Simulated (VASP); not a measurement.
# CuAu (P4/mmm) in VASP: a series of runs

CuAu is run at these levels: PBEsol; tasks: single point.

Everything below comes from runs of VASP 6.6.1. Logs are shortened: lines on timing, memory, paths and dates and some standing lists are left out, and cuts for length are marked.

## (1) The cell of the first run

Symmetry: P4/mmm, No. 123, tetragonal system. The conventional cell has a = 2.856 Å, b = 2.856 Å, c = 3.670 Å, α = 90.00°, β = 90.00°, γ = 90.00°. Cu (site symmetry 4/mmm) has 8 Au at 2.73 Å and 6 Cu at 2.86 to 3.67 Å within 3.7 Å. Within 3.7 Å of Au (site symmetry 4/mmm) lie 8 Cu at 2.73 Å and 6 Au at 2.86 to 3.67 Å.

## (2) Single point, PBEsol (equal xx and yy strain of +2 %)

INCAR reads:

```
SYSTEM = CuAu
PREC = Accurate
ENCUT = 520
EDIFF = 1E-6
ISMEAR = -1
SIGMA = 0.05
LREAL = .FALSE.
LASPH = .TRUE.
NELM = 60
ALGO = Normal
ISIF = 2
LWAVE = .FALSE.
LCHARG = .TRUE.
GGA = PS
LELF = .TRUE.
LVHAR = .TRUE.
NBANDS = 18
```

KPOINTS reads:

```
regular mesh
0
G
  13 13 10
  0 0 0
```

POSCAR reads:

```
CuAu
1.0
    2.8560000000      0.0000000000      0.0000000000
    0.0000000000      2.8560000000      0.0000000000
    0.0000000000      0.0000000000      3.6700000000
Cu Au
1 1
Direct
    0.5000000000      0.5000000000      0.5000000000
    0.0000000000      0.0000000000      0.0000000000
```

Potentials or basis: VASP PAW PBE potentials, release 64 (Cu, Au).

On the command line:

```bash
cat potpaw_PBE.64/Cu/POTCAR potpaw_PBE.64/Au/POTCAR > POTCAR
mpirun -np 1 vasp_std > vasp.out
```

OUTCAR:

```text
SYSTEM = CuAu
   PREC = Accurate
   ENCUT = 520
   EDIFF = 1E-6
   ISMEAR = -1
   LREAL = .FALSE.
   LASPH = .TRUE.
   NELM = 60
   ISIF = 2
   GGA = PS

 ion  position               nearest neighbor table
   1  0.500  0.500  0.500-   2 2.73   2 2.73   2 2.73   2 2.73   2 2.73   2 2.73   2 2.73   2 2.73

   2  0.000  0.000  0.000-   1 2.73   1 2.73   1 2.73   1 2.73   1 2.73   1 2.73   1 2.73   1 2.73

  LATTYP: Found a simple tetragonal cell.
 ALAT       =     2.8560000000
 C/A-ratio  =     1.2850140056

  Lattice vectors:

 A1 = (   2.8560000000,   0.0000000000,   0.0000000000)
 A2 = (   0.0000000000,   2.8560000000,   0.0000000000)
 A3 = (   0.0000000000,   0.0000000000,   3.6700000000)

Analysis of symmetry for initial positions (statically):
=====================================================================
 Subroutine PRICEL returns:
 Original cell was already a primitive cell.

 Routine SETGRP: Setting up the symmetry group for a
 simple tetragonal supercell.

 Subroutine GETGRP returns: Found 16 space group operations
 (whereof 16 operations were pure point group operations)
 out of a pool of 16 trial point group operations.

The static configuration has the point symmetry D_4h.

Analysis of symmetry for dynamics (positions and initial velocities):
=====================================================================
 Subroutine PRICEL returns:
 Original cell was already a primitive cell.

 Routine SETGRP: Setting up the symmetry group for a
 simple tetragonal supercell.

 Subroutine GETGRP returns: Found 16 space group operations
 (whereof 16 operations were pure point group operations)
 out of a pool of 16 trial point group operations.

The dynamic configuration has the point symmetry D_4h.

 Subroutine INISYM returns: Found 16 space group operations
 (whereof 16 operations are pure point group operations),
 and found     1 'primitive' translations

----------------------------------------------------------------------------------------

                                     Primitive cell

  volume of cell :      29.9352

  direct lattice vectors                    reciprocal lattice vectors
     2.856000000  0.000000000  0.000000000     0.350140056  0.000000000  0.000000000
     0.000000000  2.856000000  0.000000000     0.000000000  0.350140056  0.000000000
     0.000000000  0.000000000  3.670000000     0.000000000  0.000000000  0.272479564

  length of vectors
     2.856000000  2.856000000  3.670000000     0.350140056  0.350140056  0.272479564

  position of ions in fractional coordinates (direct lattice)
     0.500000000  0.500000000  0.500000000
     0.000000000  0.000000000  0.000000000

  ion indices of the primitive-cell ions
   primitive index   ion index
                 1           1
                 2           2

----------------------------------------------------------------------------------------

 KPOINTS: regular mesh

Automatic generation of k-mesh.
 Grid dimensions read from file:
 generate k-points for:   13   13   10

 Generating k-lattice:

  Cartesian coordinates                     Fractional coordinates (reciprocal lattice)
     0.026933850  0.000000000  0.000000000     0.076923077  0.000000000  0.000000000
     0.000000000  0.026933850  0.000000000     0.000000000  0.076923077  0.000000000
     0.000000000  0.000000000  0.027247956     0.000000000  0.000000000  0.100000000

  Length of vectors
     0.026933850  0.026933850  0.027247956

  Shift w.r.t. Gamma in fractional coordinates (k-lattice)
     0.000000000  0.000000000  0.000000000

 Subroutine IBZKPT returns following result:
 ===========================================

 Found    168 irreducible k-points:

 Following reciprocal coordinates:
            Coordinates               Weight
  0.000000  0.000000  0.000000      1.000000
  0.076923  0.000000  0.000000      4.000000
  0.153846  0.000000  0.000000      4.000000
  0.230769  0.000000  0.000000      4.000000
  0.307692  0.000000  0.000000      4.000000
  0.384615  0.000000  0.000000      4.000000
[... 16 lines left out ...]
  0.307692  0.307692  0.000000      4.000000
  0.384615  0.307692  0.000000      8.000000
 [... further k-points ...]
   k-points           NKPTS =    168   k-points in BZ     NKDIM =    168   number of bands    NBANDS=     18
   number of dos      NEDOS =    301   number of ions     NIONS =      2
   total plane-waves  NPLWV =  16128
   dimension x,y,z NGX =    24 NGY =   24 NGZ =   28
   dimension x,y,z NGXF=    48 NGYF=   48 NGZF=   56
   ions per type =               1   1
   NGX,Y,Z   is equivalent  to a cutoff of  13.97, 13.97, 12.68 a.u.
   NGXF,Y,Z  is equivalent  to a cutoff of  27.94, 27.94, 25.37 a.u.
 SYSTEM =  CuAu
   PREC   = accura    normal or accurate (medium, high low for compatibility)
   ISTART =      0    job   : 0-new  1-cont  2-samecut
   ICHARG =      2    charge: 1-file 2-atom 10-const
   ISPIN  =      1    spin polarized calculation?
   LNONCOLLINEAR =      F non collinear calculations
   LSORBIT =      F    spin-orbit coupling
   LASPH  =      T    aspherical Exc in radial PAW
   ENCUT  =  520.0 eV  38.22 Ry    6.18 a.u.   5.31  5.31  6.82*2*pi/ulx,y,z
   NELM   =     60;   NELMIN=  2; NELMDL= -5     # of ELM steps
   EDIFF  = 0.1E-05   stopping-criterion for ELM
   LREAL  =      F    real-space projection
   EDIFFG = 0.1E-04   stopping-criterion for IOM
   NSW    =      0    number of steps for IOM
   IBRION =     -1    ionic relax: 0-MD 1-quasi-New 2-CG
   NFREE  =      0    steps in history (QN), initial steepest desc. (CG)
   ISIF   =      2    stress and relaxation
   ISYM   =      2    0-nonsym 1-usesym 2-fastsym
   POTIM  = 0.5000    time-step for ionic-motion
   TEBEG  =    0.0;   TEEND  =   0.0 temperature during run
   PSTRESS=    0.0 pullay stress
   NELECT =      22.0000    total number of electrons
   NUPDOWN=      -1.0000    fix difference up-down
   EMIN   =  10.00;   EMAX   =-10.00  energy-range for DOS
   EFERMI =   0.00;   METHOD = LEGACY
   ISMEAR =    -1;   SIGMA  =   0.05  broadening in eV -4-tet -1-fermi 0-gaus
   EFERMI_NEDOS =   21; number of points for ismear=-14 and -15
   IALGO  =     38    algorithm
   IMIX   =      4    mixing-type and parameters
     AMIX     =   0.40;   BMIX     =  1.00
     AMIX_MAG =   1.60;   BMIX_MAG =  1.00
  volume/ion in A,a.u.               =      14.97       101.01
  Fermi-wavevector in a.u.,A,eV,Ry     =   1.477366  2.791818 29.696234  2.182612
  Thomas-Fermi vector in A             =   2.591779
   LORBIT       =      0    0 simple, 1 ext, 2 COOP (PROOUT), +10 PAW based schemes
   GGA     = PS    functional components
   LHFCALC =     F    Hartree Fock is set to
   AEXX    =    0.0000 exact exchange contribution
   IVDW    =     0    specifies the selected vdW correction
   LEPSILON=     F    determine dielectric tensor
   LRPA    =     F    only Hartree local field effects (RPA)
 non-spin polarized calculation
  energy-cutoff  :      520.00
  volume of cell :       29.94
 maximum number of plane-waves:       821
 NGX is ok and might be reduce to    24
   NGX = 11   NGY = 11   NGZ = 13

 number of electron      22.0000001 magnetization

 Free energy of the ion-electron system (eV)
  ---------------------------------------------------
  ext. energy  EPLUGINS =         0.00000000
  ---------------------------------------------------
  free energy    TOTEN  =        -8.31900791 eV

  energy without entropy =       -8.31243665  energy(sigma->0) =       -8.31572228

 E-fermi :   8.1377     XC(G=0): -12.6727

 val. band max:        8.1282349306   @ k =   0.4615   0.0000   0.1000
 cond. band min:       8.1509748735   @ k =   0.4615   0.1538   0.4000
 fundamental gap:      0.0227399430
 Fermi energy:         8.1377425114

 k-point     1 :       0.0000    0.0000    0.0000
  band No.  band energies     occupation
      1      -1.4232      2.00000
      2       1.7825      2.00000
      3       1.9314      2.00000
      4       4.1692      2.00000
      5       4.1692      2.00000
      6       5.1355      2.00000
[... 10 lines left out ...]
     17      24.4106      0.00000
     18      25.5349      0.00000

 k-point     2 :       0.0769    0.0000    0.0000
  band No.  band energies     occupation
      1      -1.2904      2.00000
      2       1.8483      2.00000
      3       2.0039      2.00000
      4       4.0946      2.00000
      5       4.1999      2.00000
      6       5.0810      2.00000
[... 10 lines left out ...]
     17      25.4359      0.00000
     18      25.5815      0.00000

 k-point     3 :       0.1538    0.0000    0.0000
  band No.  band energies     occupation
      1      -0.9053      2.00000
      2       1.9938      2.00000
      3       2.2570      2.00000
      4       3.8825      2.00000
      5       4.2891      2.00000
      6       4.9264      2.00000
[... 10 lines left out ...]
     17      25.4599      0.00000
     18      27.1109      0.00000

 k-point     4 :       0.2308    0.0000    0.0000
  band No.  band energies     occupation
      1      -0.3108      2.00000
      2       2.1826      2.00000
      3       2.6735      2.00000
      4       3.5778      2.00000
      5       4.4276      2.00000
      6       4.7028      2.00000
[... 375 lines left out ...]
      4       3.4455      2.00000
      5       3.5134      2.00000
      6       5.2896      2.00000
[... 10 lines left out ...]
     17      19.7586      0.00000
     18      21.1061      0.00000

 k-point    23 :       0.3077    0.3077    0.0000
  band No.  band energies     occupation
      1       1.6415      2.00000
      2       2.6629      2.00000
      3       3.0217      2.00000
      4       3.1773      2.00000
      5       3.9991      2.00000
      6       4.6362      2.00000
[... 10 lines left out ...]
     17      22.1583      0.00000
     18      22.3356      0.00000

 k-point    24 :       0.3846    0.3077    0.0000
  band No.  band energies     occupation
      1       1.7673      2.00000
      2       2.6276      2.00000
      3       2.7962      2.00000
      4       3.0581      2.00000
      5       4.3256      2.00000
      6       5.4013      2.00000
[... 10 lines left out ...]
     17      21.1749      0.00000
     18      21.3222      0.00000

 [... further k-points ...]

------------------------ aborting loop because EDIFF is reached ----------------------------------------

  FORCE on cell =-STRESS in cart. coord.  units (eV):
  Direction    XX          YY          ZZ          XY          YZ          ZX
  --------------------------------------------------------------------------------------
  -------------------------------------------------------------------------------------
  Total       -1.4831918     -1.4831918     -1.2841228      0.0000000      0.0000000      0.0000000
  in kB      -79.3826174    -79.3826174    -68.7281541      0.0000000      0.0000000      0.0000000
  external PRESSURE =     -75.8311296 kB  Pullay stress =       0.0000000 kB

 VOLUME and BASIS-vectors are now :
 -----------------------------------------------------------------------------
  energy-cutoff  :      520.00
  volume of cell :       29.94
      direct lattice vectors                 reciprocal lattice vectors
     2.856000000  0.000000000  0.000000000     0.350140056  0.000000000  0.000000000
     0.000000000  2.856000000  0.000000000     0.000000000  0.350140056  0.000000000
     0.000000000  0.000000000  3.670000000     0.000000000  0.000000000  0.272479564

 POSITION                                       TOTAL-FORCE (eV/Angst)
 -----------------------------------------------------------------------------------
      1.42800      1.42800      1.83500         0.000000      0.000000      0.000000
      0.00000      0.00000      0.00000         0.000000      0.000000      0.000000
 -----------------------------------------------------------------------------------
    total drift:                                0.000000      0.000000     -0.000000

  FREE ENERGIE OF THE ION-ELECTRON SYSTEM (eV)
  ---------------------------------------------------
  free  energy   TOTEN  =        -8.3190079096 eV

  energy  without entropy=       -8.3124366463  energy(sigma->0) =       -8.31572228
```

Run time: 80 s. Hardware: 1 thread of Intel Xeon 8259CL, shared host; peak memory 0.22 GiB.

Results:

* Free energy: -8.3190 eV
* Pressure: -7.6 GPa
* Band gap on the k mesh: zero (bands 11 and 12 overlap by 6.19 eV)

Stress tensor (GPa, compression positive):
```
-7.94  0.00  0.00
 0.00 -7.94  0.00
 0.00  0.00 -6.87
```

Levels at points of the mesh, in eV from the Fermi level:
```csv
k point,band 9,band 10,band 11,band 12,band 13,band 14
"(0.00, 0.00, 0.00)",-1.65,-1.44,-1.44,2.36,8.11,9.61
"(0.00, 0.00, 0.50)",-2.27,-2.27,-2.22,-1.93,14.08,14.20
```

Caveat: the cell differs from its parent crystal (equal xx and yy strain of +2 %); the cell stands under tension; the PAW data sets were made with another functional, which shifts forces and pressure a little; spin-orbit coupling is left out, which moves the levels of the heavy elements.

## (3) Single point, PBEsol (15.25 Å³/atom)

This run uses another cell than the first one, of 15.25 Å³/atom.

INCAR reads:

```
ALGO = Normal ; EDIFF = 1E-6
ENCUT = 520 ; GGA = PS
ISIF = 2 ; ISMEAR = -1
LASPH = True ; LCHARG = False
LREAL = False ; LWAVE = False
NBANDS = 18 ; NELM = 100
PREC = Accurate ; SIGMA = 0.05
```

KPOINTS reads:

```
k-points
0
Gamma
  13 13 10
```

POSCAR reads:

```
CuAu
1.0
    2.8549159028      0.0000000000      0.0000000000
    0.0000000000      2.8549159028      0.0000000000
    0.0000000000      0.0000000000      3.7419790583
Cu Au
1 1
Direct
    0.5000000000      0.5000000000      0.5000000000
    0.0000000000      0.0000000000      0.0000000000
```

Potentials or basis: VASP PAW PBE potentials, release 64 (Cu, Au).

On the command line:

```bash
cat potpaw_PBE.64/Cu/POTCAR potpaw_PBE.64/Au/POTCAR > POTCAR
mpirun -np 1 vasp_std > vasp.out
```

Run time: 86 s. Hardware: 1 thread of Intel Xeon 8259CL, shared host; peak memory 0.22 GiB.

Results (log left out):

| Quantity | Value |
| --- | --- |
| Free energy | -8.2909 eV |
| Pressure | -9.8 GPa |
| Band gap on the k mesh | zero (bands 11 and 12 overlap by 6.08 eV) |

Stress tensor (GPa, compression positive):
```
-10.05   0.00   0.00
  0.00 -10.05   0.00
  0.00   0.00  -9.36
```

Levels at points of the mesh, in eV from the Fermi level:
| k point | band 7 | band 8 | band 9 | band 10 | band 11 | band 12 | band 13 | band 14 | band 15 | band 16 |
| --- | --- | --- | --- | --- | --- | --- | --- | --- | --- | --- |
| (0.00, 0.00, 0.00) | -2.69 | -2.05 | -1.65 | -1.45 | -1.45 | 2.09 | 7.56 | 9.76 | 9.76 | 16.21 |
| (0.00, 0.00, 0.50) | -3.03 | -2.70 | -2.23 | -2.21 | -2.21 | -1.89 | 14.12 | 14.16 | 14.16 | 14.66 |

Caveat: the cell stands under tension; the PAW data sets were made with another functional, which shifts forces and pressure a little; spin-orbit coupling is left out, which moves the levels of the heavy elements.
